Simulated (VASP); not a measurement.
A run of VASP 6.6.1:

File INCAR:

```
SYSTEM = CaO
  ALGO = Normal
  EDIFF = 1E-6
  ENCUT = 520
  GGA = PE
  ISIF = 2
  ISMEAR = 0
  LASPH = .True.
  LCHARG = .False.
  LREAL = .False.
  LWAVE = .False.
  NBANDS = 15
  NELM = 60
  PREC = Accurate
  SIGMA = 0.01
```

The input KPOINTS:

```
k-points
0
Gamma
  8 8 8
  0 0 0
```

File POSCAR:

```
CaO
1.0
    2.9913985494      0.0000000000      0.0000000000
    0.0000000000      2.9913985494      0.0000000000
    0.0000000000      0.0000000000      2.9913985494
Ca O
1 1
Direct
    0.0000000000      0.0000000000      0.0000000000
    0.5000000000      0.5000000000      0.5000000000
```

Potentials or basis: VASP PAW PBE potentials, release 64 (Ca_sv, O).

The run is started by

```bash
$ cat potpaw_PBE.64/Ca_sv/POTCAR potpaw_PBE.64/O/POTCAR > POTCAR
$ mpirun -np 1 vasp_std > vasp.out
```

Hardware: 1 thread of Intel Xeon 6975P-C (shared host).

Problem. How long does it take, and how much memory?

Solution. Wall time 7.7 s on 1 thread of Intel Xeon 6975P-C, with other jobs on the host, peak memory 0.14 GiB. Counts: scf iterations 13, k points 35.
